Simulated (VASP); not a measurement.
# YbNbS2 (R-3m) in VASP: settings compared

YbNbS2 is run at these levels: RPBE, r2SCAN; tasks: single point.

Program: VASP 6.6.1. These are calculated values, not measurements. Logs are shortened: lines on timing, memory, paths and dates and some standing lists are left out, and cuts for length are marked.

### Step 1. The cell of the first run

It takes space group R-3m (No. 166, trigonal). Conventional cell: a = 3.503 Å, b = 3.503 Å, c = 20.785 Å, α = 90.00°, β = 90.00°, γ = 120.00°. Nb (site symmetry -3m) has 6 S at 2.37 Å within 3.1 Å. Within 4.0 Å of Yb (site symmetry -3m) lie 6 S at 3.01 Å and 6 Yb at 3.50 Å. S (site symmetry 3m) has 3 Nb at 2.37 Å and 3 Yb at 3.01 Å within 3.1 Å.

### Step 2. Single point, RPBE

Contents of INCAR:

```
ALGO     = Normal         # electronic algorithm
EDIFF    = 1E-6           # SCF threshold, eV
ENCUT    = 520            # plane-wave cutoff, eV
GGA      = RP             # functional
ISIF     = 2              # what is computed and relaxed
ISMEAR   = -1             # smearing method
LASPH    = T              # aspherical terms in the spheres
LCHARG   = F              # write CHGCAR
LREAL    = F              # projectors in reciprocal space
LWAVE    = F              # write WAVECAR
NBANDS   = 32             # bands
NELM     = 100            # most SCF steps
PREC     = Accurate       # precision mode
SIGMA    = 0.042          # smearing width, eV
```

Contents of KPOINTS:

```
k-points
0
Gamma
  6 6 6
```

Contents of POSCAR:

```
YbNbS2
1.0
    1.7517450000      3.0341100000      0.0000000000
   -1.7517450000      3.0341100000      0.0000000000
   -1.7517450000      1.0113670000      6.9282060000
Nb Yb S
1 1 2
Direct
    0.0000000000      0.0000000000      0.0000000000
    0.5000000000      0.0000000000      0.5000000000
    0.2740000000      0.4520000000      0.8220000000
    0.7260000000      0.5480000000      0.1780000000
```

Potentials or basis: VASP PAW PBE potentials, release 64 (Nb_sv, Yb, S).

Command:

```bash
cat potpaw_PBE.64/Nb_sv/POTCAR potpaw_PBE.64/Yb/POTCAR potpaw_PBE.64/S/POTCAR > POTCAR
mpirun -np 1 vasp_std > vasp.out
```

OUTCAR:

```text
EDIFF = 1E-6
   ENCUT = 520
   GGA = RP
   ISIF = 2
   ISMEAR = -1
   LASPH = T
   LREAL = F
   NELM = 100
   PREC = Accurate

 ion  position               nearest neighbor table
   1  0.000  0.000  0.000-   4 2.37   4 2.37   3 2.37   3 2.37   3 2.37   4 2.37
   2  0.500  0.000  0.500-   3 3.01   3 3.01   4 3.01   4 3.01   3 3.01   4 3.01
   3  0.274  0.452  0.822-   1 2.37   1 2.37   1 2.37   2 3.01   2 3.01   2 3.01
   4  0.726  0.548  0.178-   1 2.37   1 2.37   1 2.37   2 3.01   2 3.01   2 3.01

  LATTYP: Found a trigonal (rhomboedric) cell.
 ALAT       =     7.2174449864
 COS(alpha) =     0.8821838561

  Lattice vectors:

 A1 = (   1.7517450000,   1.0113670000,   6.9282060000)
 A2 = (  -1.7517450000,   1.0113670000,   6.9282060000)
 A3 = (  -0.0000000000,  -2.0227430000,   6.9282060000)

Analysis of symmetry for initial positions (statically):
=====================================================================
 Subroutine PRICEL returns:
 Original cell was already a primitive cell.

 Routine SETGRP: Setting up the symmetry group for a
 trigonal (rhombohedral) supercell.

 Subroutine GETGRP returns: Found 12 space group operations
 (whereof 12 operations were pure point group operations)
 out of a pool of 12 trial point group operations.

The static configuration has the point symmetry D_3d.

Analysis of symmetry for dynamics (positions and initial velocities):
=====================================================================
 Subroutine PRICEL returns:
 Original cell was already a primitive cell.

 Routine SETGRP: Setting up the symmetry group for a
 trigonal (rhombohedral) supercell.

 Subroutine GETGRP returns: Found 12 space group operations
 (whereof 12 operations were pure point group operations)
 out of a pool of 12 trial point group operations.

The dynamic configuration has the point symmetry D_3d.

 Subroutine INISYM returns: Found 12 space group operations
 (whereof 12 operations are pure point group operations),
 and found     1 'primitive' translations

----------------------------------------------------------------------------------------

                                     Primitive cell

  volume of cell :      73.6466

  direct lattice vectors                    reciprocal lattice vectors
     1.751745000  3.034110000  0.000000000     0.285429672  0.164792971  0.048112575
    -1.751745000  3.034110000  0.000000000    -0.285429672  0.164792971 -0.096224935
    -1.751745000  1.011367000  6.928206000     0.000000000  0.000000000  0.144337510

  length of vectors
     3.503488838  3.503488838  7.217444986     0.333079030  0.343345393  0.144337510

  position of ions in fractional coordinates (direct lattice)
     0.000000000  0.000000000  0.000000000
     0.500000000  1.000000000  0.500000000
     0.274000000  0.452000000  0.822000000
     0.726000000  0.548000000  0.178000000

  ion indices of the primitive-cell ions
   primitive index   ion index
                 1           1
                 2           2
                 3           3
                 4           4

----------------------------------------------------------------------------------------

 KPOINTS: k-points

Automatic generation of k-mesh.
 Grid dimensions read from file:
 generate k-points for:    6    6    6

 Generating k-lattice:

  Cartesian coordinates                     Fractional coordinates (reciprocal lattice)
     0.047571612  0.027465495  0.008018762     0.166666667  0.000000000  0.000000000
    -0.047571612  0.027465495 -0.016037489     0.000000000  0.166666667 -0.000000000
     0.000000000  0.000000000  0.024056252     0.000000000  0.000000000  0.166666667

  Length of vectors
     0.055513172  0.057224232  0.024056252

  Shift w.r.t. Gamma in fractional coordinates (k-lattice)
     0.000000000  0.000000000  0.000000000

 Subroutine IBZKPT returns following result:
 ===========================================

 Found     32 irreducible k-points:

 Following reciprocal coordinates:
            Coordinates               Weight
  0.000000  0.000000  0.000000      1.000000
  0.166667  0.000000 -0.000000      6.000000
  0.333333  0.000000 -0.000000      6.000000
  0.500000  0.000000  0.000000      3.000000
  0.000000  0.166667  0.000000      6.000000
  0.333333  0.166667  0.000000      6.000000
[... 16 lines left out ...]
 -0.166667  0.500000  0.166667     12.000000
  0.000000 -0.333333  0.166667      6.000000
 [... further k-points ...]
   k-points           NKPTS =     32   k-points in BZ     NKDIM =     32   number of bands    NBANDS=     32
   number of dos      NEDOS =    301   number of ions     NIONS =      4
   total plane-waves  NPLWV =  42336
   dimension x,y,z NGX =    28 NGY =   28 NGZ =   54
   dimension x,y,z NGXF=    56 NGYF=   56 NGZF=  108
   ions per type =               1   1   2
   NGX,Y,Z   is equivalent  to a cutoff of  13.29, 13.29, 12.44 a.u.
   NGXF,Y,Z  is equivalent  to a cutoff of  26.57, 26.57, 24.88 a.u.
 SYSTEM =  unknown system
   PREC   = accura    normal or accurate (medium, high low for compatibility)
   ISTART =      0    job   : 0-new  1-cont  2-samecut
   ICHARG =      2    charge: 1-file 2-atom 10-const
   ISPIN  =      1    spin polarized calculation?
   LNONCOLLINEAR =      F non collinear calculations
   LSORBIT =      F    spin-orbit coupling
   LASPH  =      T    aspherical Exc in radial PAW
   ENCUT  =  520.0 eV  38.22 Ry    6.18 a.u.   6.51  6.51 13.42*2*pi/ulx,y,z
   NELM   =    100;   NELMIN=  2; NELMDL= -5     # of ELM steps
   EDIFF  = 0.1E-05   stopping-criterion for ELM
   LREAL  =      F    real-space projection
   EDIFFG = 0.1E-04   stopping-criterion for IOM
   NSW    =      0    number of steps for IOM
   IBRION =     -1    ionic relax: 0-MD 1-quasi-New 2-CG
   NFREE  =      0    steps in history (QN), initial steepest desc. (CG)
   ISIF   =      2    stress and relaxation
   ISYM   =      2    0-nonsym 1-usesym 2-fastsym
   POTIM  = 0.5000    time-step for ionic-motion
   TEBEG  =    0.0;   TEEND  =   0.0 temperature during run
   PSTRESS=    0.0 pullay stress
   NELECT =      49.0000    total number of electrons
   NUPDOWN=      -1.0000    fix difference up-down
   EMIN   =  10.00;   EMAX   =-10.00  energy-range for DOS
   EFERMI =   0.00;   METHOD = LEGACY
   ISMEAR =    -1;   SIGMA  =   0.04  broadening in eV -4-tet -1-fermi 0-gaus
   EFERMI_NEDOS =   21; number of points for ismear=-14 and -15
   IALGO  =     38    algorithm
   IMIX   =      4    mixing-type and parameters
     AMIX     =   0.40;   BMIX     =  1.00
     AMIX_MAG =   1.60;   BMIX_MAG =  1.00
  volume/ion in A,a.u.               =      18.41       124.25
  Fermi-wavevector in a.u.,A,eV,Ry     =   1.429187  2.700773 27.790944  2.042577
  Thomas-Fermi vector in A             =   2.549168
   LORBIT       =      0    0 simple, 1 ext, 2 COOP (PROOUT), +10 PAW based schemes
   GGA     = RP    functional components
   LHFCALC =     F    Hartree Fock is set to
   AEXX    =    0.0000 exact exchange contribution
   IVDW    =     0    specifies the selected vdW correction
   LEPSILON=     F    determine dielectric tensor
   LRPA    =     F    only Hartree local field effects (RPA)
 non-spin polarized calculation
  energy-cutoff  :      520.00
  volume of cell :       73.65
 maximum number of plane-waves:      2024
 NGX is ok and might be reduce to    28
   NGX = 13   NGY = 13   NGZ = 27

 number of electron      49.0000001 magnetization

 Free energy of the ion-electron system (eV)
  ---------------------------------------------------
  ext. energy  EPLUGINS =         0.00000000
  ---------------------------------------------------
  free energy    TOTEN  =       -23.81650130 eV

  energy without entropy =      -23.80794529  energy(sigma->0) =      -23.81222329

 E-fermi :   8.3684     XC(G=0): -11.1774

 val. band max:        8.2990005475   @ k =   0.1667   0.0000   0.1667
 cond. band min:       8.3708823077   @ k =  -0.3333   0.0000   0.1667
 fundamental gap:      0.0718817602
 Fermi energy:         8.3683890916

 k-point     1 :       0.0000    0.0000    0.0000
  band No.  band energies     occupation
      1     -47.4682      2.00000
      2     -43.7197      2.00000
      3     -23.6492      2.00000
      4     -23.6492      2.00000
      5     -23.5801      2.00000
      6     -16.1690      2.00000
[... 24 lines left out ...]
     31      11.8335      0.00000
     32      12.0726      0.00000

 k-point     2 :       0.1667    0.0000   -0.0000
  band No.  band energies     occupation
      1     -47.4624      2.00000
      2     -43.7136      2.00000
      3     -23.7311      2.00000
      4     -23.6665      2.00000
      5     -23.5629      2.00000
      6     -16.1462      2.00000
[... 24 lines left out ...]
     31      12.1997      0.00000
     32      12.6681      0.00000

 k-point     3 :       0.3333    0.0000   -0.0000
  band No.  band energies     occupation
      1     -47.4508      2.00000
      2     -43.7014      2.00000
      3     -23.8903      2.00000
      4     -23.7009      2.00000
      5     -23.5281      2.00000
      6     -16.2499      2.00000
[... 24 lines left out ...]
     31      12.2998      0.00000
     32      13.0074      0.00000

 k-point     4 :       0.5000    0.0000    0.0000
  band No.  band energies     occupation
      1     -47.4450      2.00000
      2     -43.6953      2.00000
      3     -23.9679      2.00000
      4     -23.7180      2.00000
      5     -23.5107      2.00000
      6     -16.3616      2.00000
[... 24 lines left out ...]
     31      12.0638      0.00000
     32      12.3723      0.00000

 k-point     5 :       0.0000    0.1667    0.0000
  band No.  band energies     occupation
      1     -47.4624      2.00000
      2     -43.7136      2.00000
      3     -23.7311      2.00000
      4     -23.6665      2.00000
      5     -23.5629      2.00000
      6     -16.1465      2.00000
[... 584 lines left out ...]
     31      11.9326      0.00000
     32      13.9580      0.00000

 k-point    22 :      -0.3333    0.5000    0.1667
  band No.  band energies     occupation
      1     -47.4450      2.00000
      2     -43.6953      2.00000
      3     -23.9264      2.00000
      4     -23.7612      2.00000
      5     -23.5109      2.00000
      6     -16.3026      2.00000
[... 24 lines left out ...]
     31      12.1080      0.00000
     32      12.9010      0.00000

 k-point    23 :      -0.1667    0.5000    0.1667
  band No.  band energies     occupation
      1     -47.4450      2.00000
      2     -43.6953      2.00000
      3     -23.9264      2.00000
      4     -23.7612      2.00000
      5     -23.5109      2.00000
      6     -16.3024      2.00000
[... 24 lines left out ...]
     31      12.0811      0.00000
     32      12.9805      0.00000

 k-point    24 :       0.0000   -0.3333    0.1667
  band No.  band energies     occupation
      1     -47.4508      2.00000
      2     -43.7014      2.00000
      3     -23.8904      2.00000
      4     -23.7009      2.00000
      5     -23.5281      2.00000
      6     -16.2493      2.00000
[... 24 lines left out ...]
     31      11.8480      0.00000
     32      12.5157      0.00000

 [... further k-points ...]

------------------------ aborting loop because EDIFF is reached ----------------------------------------

  FORCE on cell =-STRESS in cart. coord.  units (eV):
  Direction    XX          YY          ZZ          XY          YZ          ZX
  --------------------------------------------------------------------------------------
  -------------------------------------------------------------------------------------
  Total        9.1768433      9.1768352      5.3478539      0.0000000     -0.0000023      0.0000000
  in kB      199.6415364    199.6413598    116.3421593      0.0000000     -0.0000504      0.0000000
  external PRESSURE =     171.8750185 kB  Pullay stress =       0.0000000 kB

 VOLUME and BASIS-vectors are now :
 -----------------------------------------------------------------------------
  energy-cutoff  :      520.00
  volume of cell :       73.65
      direct lattice vectors                 reciprocal lattice vectors
     1.751745000  3.034110000  0.000000000     0.285429672  0.164792971  0.048112575
    -1.751745000  3.034110000  0.000000000    -0.285429672  0.164792971 -0.096224935
    -1.751745000  1.011367000  6.928206000     0.000000000  0.000000000  0.144337510

 POSITION                                       TOTAL-FORCE (eV/Angst)
 -----------------------------------------------------------------------------------
      0.00000      0.00000      0.00000         0.000000      0.000000      0.000000
      0.00000      2.02274      3.46410         0.000000      0.000000      0.000000
     -1.75175      3.03411      5.69499         0.000000      0.000002     -4.305428
      0.00000      4.04548      1.23322        -0.000000     -0.000002      4.305428
 -----------------------------------------------------------------------------------
    total drift:                               -0.000000      0.000000      0.000000

  FREE ENERGIE OF THE ION-ELECTRON SYSTEM (eV)
  ---------------------------------------------------
  free  energy   TOTEN  =       -23.8165013024 eV

  energy  without entropy=      -23.8079452862  energy(sigma->0) =      -23.81222329
```

Run time: 3.9 min. Hardware: 1 thread of Intel Xeon 6975P-C (Granite Rapids), shared host; peak memory 0.25 GiB.

What came out:

| Property | Result |
| --- | --- |
| Free energy | -23.8165 eV |
| Pressure | 17.2 GPa |
| Largest force | 4.305 eV/Å |

Forces in eV/Å, atoms in the order of the input:
```
Nb   0.000  0.000  0.000
Yb   0.000  0.000  0.000
S    0.000  0.000 -4.305
S    0.000  0.000  4.305
```

Caveat: the PAW data sets were made with another functional, which shifts forces and pressure a little; spin-orbit coupling is left out, which moves the levels of the heavy elements; without U or exact exchange the open f shell lies at the Fermi level, which spoils levels, moments and volumes.

### Step 3. Single point, r2SCAN

POSCAR is that of step 2.

Contents of INCAR.step1:

```
PREC = Accurate ; ENCUT = 520
ISMEAR = -1 ; SIGMA = 0.042
LREAL = False ; LASPH = True
NELM = 60 ; NBANDS = 32
GGA = PE ; ALGO = Normal
EDIFF = 1E-4 ; LWAVE = True
LCHARG = False
```

Contents of INCAR.step2:

```
PREC = Accurate ; ENCUT = 520
EDIFF = 1E-6 ; ISMEAR = -1
SIGMA = 0.042 ; LREAL = False
LASPH = True ; NELM = 60
ALGO = Normal ; ISIF = 2
LWAVE = False ; LCHARG = False
METAGGA = R2SCAN ; LMIXTAU = True
NBANDS = 32 ; ISTART = 1
```

Contents of KPOINTS:

```
regular mesh
0
Gamma
  6 6 6
```

Potentials or basis: VASP PAW PBE potentials, release 64 (Nb_sv, Yb, S).

Command:

```bash
cat potpaw_PBE.64/Nb_sv/POTCAR potpaw_PBE.64/Yb/POTCAR potpaw_PBE.64/S/POTCAR > POTCAR
cp INCAR.step1 INCAR
mpirun -np 1 vasp_std > vasp.out
cp INCAR.step2 INCAR
mpirun -np 1 vasp_std > vasp.out
```

OUTCAR:

```text
PREC = Accurate
   ENCUT = 520
   EDIFF = 1E-6
   ISMEAR = -1
   LREAL = False
   LASPH = True
   NELM = 60
   ISIF = 2
   METAGGA = R2SCAN
   ISTART = 1

 ion  position               nearest neighbor table
   1  0.000  0.000  0.000-   4 2.37   4 2.37   3 2.37   3 2.37   3 2.37   4 2.37
   2  0.500  0.000  0.500-   3 3.01   3 3.01   4 3.01   4 3.01   3 3.01   4 3.01
   3  0.274  0.452  0.822-   1 2.37   1 2.37   1 2.37   2 3.01   2 3.01   2 3.01
   4  0.726  0.548  0.178-   1 2.37   1 2.37   1 2.37   2 3.01   2 3.01   2 3.01

  LATTYP: Found a trigonal (rhomboedric) cell.
 ALAT       =     7.2174449864
[... 1039 lines left out ...]
  --------------------------------------------------------------------------------------
  -------------------------------------------------------------------------------------
  Total        7.2466170      7.2466106      2.7540954      0.0000000     -0.0000012      0.0000000
  in kB      157.6496078    157.6494684     59.9151389      0.0000000     -0.0000259      0.0000000
  external PRESSURE =     125.0714050 kB  Pullay stress =       0.0000000 kB

 VOLUME and BASIS-vectors are now :
 -----------------------------------------------------------------------------
  energy-cutoff  :      520.00
  volume of cell :       73.65
      direct lattice vectors                 reciprocal lattice vectors
     1.751745000  3.034110000  0.000000000     0.285429672  0.164792971  0.048112575
    -1.751745000  3.034110000  0.000000000    -0.285429672  0.164792971 -0.096224935
    -1.751745000  1.011367000  6.928206000     0.000000000  0.000000000  0.144337510

 POSITION                                       TOTAL-FORCE (eV/Angst)
 -----------------------------------------------------------------------------------
      0.00000      0.00000      0.00000        -0.000000      0.000000      0.000000
      0.00000      2.02274      3.46410        -0.000000      0.000000      0.000000
     -1.75175      3.03411      5.69499        -0.000000      0.000002     -4.509610
      0.00000      4.04548      1.23322         0.000000     -0.000002      4.509610
 -----------------------------------------------------------------------------------
    total drift:                               -0.000000      0.000000      0.000000

  FREE ENERGIE OF THE ION-ELECTRON SYSTEM (eV)
  ---------------------------------------------------
  free  energy   TOTEN  =       -80.6787702773 eV

  energy  without entropy=      -80.6721636895  energy(sigma->0) =      -80.67546698
```

Run time: 12 min. Hardware: 1 thread of Intel Xeon 6975P-C (Granite Rapids), shared host; peak memory 0.27 GiB.

Results:

| Property | Result |
| --- | --- |
| Free energy | -80.6788 eV |
| Pressure | 12.5 GPa |
| Largest force | 4.510 eV/Å |

Forces in eV/Å, atoms in the order of the input:
```
Nb   0.000  0.000  0.000
Yb   0.000  0.000  0.000
S    0.000  0.000 -4.510
S    0.000  0.000  4.510
```

Caveat: the PAW data sets were made with another functional, which shifts forces and pressure a little; spin-orbit coupling is left out, which moves the levels of the heavy elements; without U or exact exchange the open f shell lies at the Fermi level, which spoils levels, moments and volumes. Spin polarisation is off, so any magnetic state and its effect on volume and gap are missing.
